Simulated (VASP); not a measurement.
# WAu (F-43m) in VASP: settings compared, part 2 of 2

VASP 6.6.1. The steps go on from the part before.

## Step 5: Relaxation of cell and atoms, RPBE

This run uses another cell than the first one, of 20.75 Å³/atom, 0.827 times its volume.

Contents of INCAR:

```
SYSTEM = WAu
  PREC = Accurate
  ENCUT = 600
  EDIFF = 1E-6
  ISMEAR = -1
  SIGMA = 0.05
  LREAL = .FALSE.
  LASPH = .TRUE.
  NELM = 100
  ALGO = Fast
  ISIF = 3
  LWAVE = .FALSE.
  LCHARG = .FALSE.
  GGA = RP
  IBRION = 2
  NSW = 60
  EDIFFG = -0.01
```

Contents of KPOINTS:

```
Automatic mesh
0
G
  8 8 8
  0 0 0
```

Contents of POSCAR:

```
WAu
1.0
    0.0000000000      2.7479792600      2.7479792600
    2.7479792600      0.0000000000      2.7479792600
    2.7479792600      2.7479792600      0.0000000000
W Au
1 1
Direct
    0.0000000000      0.0000000000      0.0000000000
    0.7500000000      0.7500000000      0.7500000000
```

Potentials or basis: VASP PAW PBE potentials, release 64 (W_sv, Au).

Started as:

```
$ cat potpaw_PBE.64/W_sv/POTCAR potpaw_PBE.64/Au/POTCAR > POTCAR
$ mpirun -np 1 vasp_std > vasp.out
```

OUTCAR:

```text
SYSTEM = WAu
   PREC = Accurate
   ENCUT = 600
   EDIFF = 1E-6
   ISMEAR = -1
   LREAL = .FALSE.
   LASPH = .TRUE.
   NELM = 100
   ISIF = 3
   GGA = RP
   IBRION = 2
   NSW = 60
   EDIFFG = -0.01

 ion  position               nearest neighbor table
   1  0.000  0.000  0.000-   2 2.38   2 2.38   2 2.38   2 2.38
   2  0.750  0.750  0.750-   1 2.38   1 2.38   1 2.38   1 2.38

  LATTYP: Found a face centered cubic cell.
 ALAT       =     5.4959585200

  Lattice vectors:

 A1 = (   0.0000000000,   2.7479792600,   2.7479792600)
 A2 = (   2.7479792600,   0.0000000000,   2.7479792600)
 A3 = (   2.7479792600,   2.7479792600,   0.0000000000)

Analysis of symmetry for initial positions (statically):
=====================================================================
 Subroutine PRICEL returns:
 Original cell was already a primitive cell.

 Routine SETGRP: Setting up the symmetry group for a
 face centered cubic supercell.

 Subroutine GETGRP returns: Found 24 space group operations
 (whereof 24 operations were pure point group operations)
 out of a pool of 48 trial point group operations.

The static configuration has the point symmetry T_d .

Analysis of symmetry for dynamics (positions and initial velocities):
[... 163 lines left out ...]

  FORCE on cell =-STRESS in cart. coord.  units (eV):
  Direction    XX          YY          ZZ          XY          YZ          ZX
  --------------------------------------------------------------------------------------
  -------------------------------------------------------------------------------------
  Total        9.3166792      9.3166792      9.3166792     -0.0000000      0.0000000      0.0000000
  in kB      359.6676513    359.6676513    359.6676513     -0.0000000      0.0000000      0.0000000
  external PRESSURE =     359.6676513 kB  Pullay stress =       0.0000000 kB
[... 23 lines left out ...]
--------------------------------------- Ionic step        2  -------------------------------------------

 number of electron      25.0000000 magnetization

 E-fermi :   2.0004     XC(G=0):  -8.3839

 val. band max:        1.9922945774   @ k =   0.3750   0.2500   0.0000
 cond. band min:       2.0078837562   @ k =   0.3750   0.2500   0.0000
 fundamental gap:      0.0155891788
 Fermi energy:         2.0003601815

 k-point     1 :       0.0000    0.0000    0.0000
  band No.  band energies     occupation
      1     -72.8329      2.00000
      2     -36.9144      2.00000
      3     -36.9143      2.00000
      4     -36.9143      2.00000
      5      -3.3308      2.00000
      6      -2.0393      2.00000
[... 554 lines left out ...]
--------------------------------------- Ionic step        5  -------------------------------------------

 number of electron      25.0000000 magnetization

 Free energy of the ion-electron system (eV)
  ---------------------------------------------------
  ext. energy  EPLUGINS =         0.00000000
  ---------------------------------------------------
  free energy    TOTEN  =       -11.24491975 eV

  energy without entropy =      -11.22508401  energy(sigma->0) =      -11.23500188

 E-fermi :   5.5289     XC(G=0): -10.4509

 val. band max:        5.4949880578   @ k =  -0.3750   0.2500   0.1250
 cond. band min:       5.5623910726   @ k =   0.3750   0.2500   0.0000
 fundamental gap:      0.0674030148
 Fermi energy:         5.5288915358

 k-point     1 :       0.0000    0.0000    0.0000
  band No.  band energies     occupation
      1     -68.8730      2.00000
      2     -33.0517      2.00000
      3     -33.0517      2.00000
      4     -33.0517      2.00000
      5      -1.8686      2.00000
      6      -0.1084      2.00000
[... 476 lines left out ...]
  FREE ENERGIE OF THE ION-ELECTRON SYSTEM (eV)
  ---------------------------------------------------
  free  energy   TOTEN  =       -11.2449197455 eV

  energy  without entropy=      -11.2250840108  energy(sigma->0) =      -11.23500188

 reached required accuracy - stopping structural energy minimisation
```

CONTCAR:

```text
WAu
   1.00000000000000
    -0.0000000000000000    2.9281958357562101    2.9281958357562101
     2.9281958357562101    0.0000000000000000    2.9281958357562101
     2.9281958357562101    2.9281958357562101    0.0000000000000000
  W               Au
     1     1
Direct
     0.0000000000000000    0.0000000000000000    0.0000000000000000
     0.7500000000000000    0.7500000000000000    0.7500000000000000

  0.00000000E+00  0.00000000E+00  0.00000000E+00
  0.00000000E+00  0.00000000E+00  0.00000000E+00
```

Run time: 97 s. Hardware: 1 thread of Intel Xeon 6975P-C, shared host; peak memory 0.2 GiB.

What came out:

- Free energy: -11.2449 eV
- Relaxed volume: 25.11 Å³/atom
- Relaxed cell: a = 4.141 Å, b = 4.141 Å, c = 4.141 Å, α = 60.00°, β = 60.00°, γ = 60.00°
- Space group after relaxing (to 0.05 Å): F-43m (No. 216)
- Energy gained by relaxing: 404.2 meV/atom
- Ionic steps: 5
- Pressure after relaxing: 0.0 GPa

The path:
```tsv
step	energy change (eV)	largest force (eV/Å)	pressure (GPa)	volume (Å³)
1	0.0000	0.0000	35.97	41.50
2	1.2572	0.0000	-16.02	76.24
3	-0.7942	0.0000	-3.11	51.62
4	-0.8074	0.0000	-0.84	50.58
5	-0.8085	0.0000	-0.05	50.21
```

Final structure:
```
CELL_PARAMETERS angstrom
0.00000 2.92820 2.92820
2.92820 0.00000 2.92820
2.92820 2.92820 0.00000
ATOMIC_POSITIONS crystal
W 0.00000 0.00000 0.00000
Au 0.75000 0.75000 0.75000
```

Levels at points of the mesh, in eV from the Fermi level:
```csv
k point,band 10,band 11,band 12,band 13,band 14,band 15,band 16
"(0.00, 0.00, 0.00)",-5.56,-0.72,-0.72,-0.72,1.45,1.45,8.29
"(0.50, 0.00, 0.00)",-4.89,-1.77,-0.26,-0.26,1.30,1.30,1.92
"(0.50, 0.50, 0.00)",-3.96,-2.68,0.37,1.23,1.39,1.39,2.61
```

Caveat: the volume moved by over 15 % at a fixed basis, so the end points are rough; the PAW data sets were made with another functional, which shifts forces and pressure a little; spin-orbit coupling is left out, which moves the levels of the heavy elements.

## Step 6: Summary

| task | level | cell | cutoff (eV) | gap on the mesh (eV) | pressure (GPa) |
| --- | --- | --- | --- | --- | --- |
| single point | RPBE | a = 4.140 Å, angles 60.0°, 2 atoms | 520 | none | 0.0 |
| single point | BLYP | a = 4.180 Å, angles 60.0°, 2 atoms | 520 | none | 0.7 |
| single point | r2SCAN | a = 3.886 Å, angles 60.0°, 2 atoms | 520 | none | 30.2 |
| relaxation of cell and atoms | RPBE | relaxed from a = 3.886 Å, angles 60.0°, 2 atoms | 600 | none | 0.0 |

Alike in all rows: potentials or basis VASP PAW PBE potentials, release 64 (W_sv, Au); no spin polarisation; k mesh 8 × 8 × 8; smearing fermi-dirac 0.05 eV.

Caveats: the PAW data sets were made with another functional, which shifts forces and pressure a little; spin-orbit coupling is left out, which moves the levels of the heavy elements; the volume moved by over 15 % at a fixed basis, so the end points are rough (some runs).

Absolute energies hang on the potentials; compare differences alone.
